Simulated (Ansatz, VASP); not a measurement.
# One calculation of RuBrF3, two programs

```
Ru Br F
1.0
     4.05599    0.00000    0.00000
     0.00000    4.05599    0.00000
     0.00000    0.00000    4.05599
Ru Br F
1 1 3
Cartesian
  0.0000 0.0000 0.0000
  2.0280 2.0280 2.0280
  2.0280 0.0000 0.0000
  0.0000 2.0280 0.0000
  0.0000 0.0000 2.0280
```

Change from the starting cell: species swapped into the EuH3Pd type (Pm-3m, No. 221).

Alike in both runs: task relaxation of cell and atoms; functional PBE; k mesh 4 × 4 × 4; occupations gaussian, width 0.1 eV; collinear spin.

```csv
,VASP,Ansatz
version,VASP 6.6.1,Ansatz 0.2.0
potentials or method,"VASP PAW PBE potentials, release 64 (Ru_pv, Br, F), cutoff 600 eV","scalar-relativistic, plane waves, PAW"
valence electrons in the cell,42,44
```

Ansatz gave:

| Property | Result |
| --- | --- |
| gap on the k mesh at the Fermi level, each at its own relaxed structure (eV) | none |
| net moment per atom (μB) | 0.65 |
| size of the moment on the site where the two differ most (μB) | 1.58 |
| relaxed volume (Å³/atom) | 14.56 |
| relaxed length of the cell vector where the two differ most in proportion (Å) | 4.175 |

**Question.** Which values does VASP return?

**Answer.** gap on the k mesh at the Fermi level, each at its own relaxed structure (eV): none; net moment per atom (μB): 0.00; size of the moment on the site where the two differ most (μB): 0.00; relaxed volume (Å³/atom): 14.13; relaxed length of the cell vector where the two differ most in proportion (Å): 4.134.

The net moments are unlike, so the other rows may belong to different states. Site moments also hang on the region over which each program counts them. A gap of «none» marks a metal or a gap that the smearing closes. VASP's potentials hold 42 valence electrons a cell and Ansatz's 44, so a difference there can come from the potentials and not from the codes.

The k mesh is coarse, so the values compare programs but aren't converged.
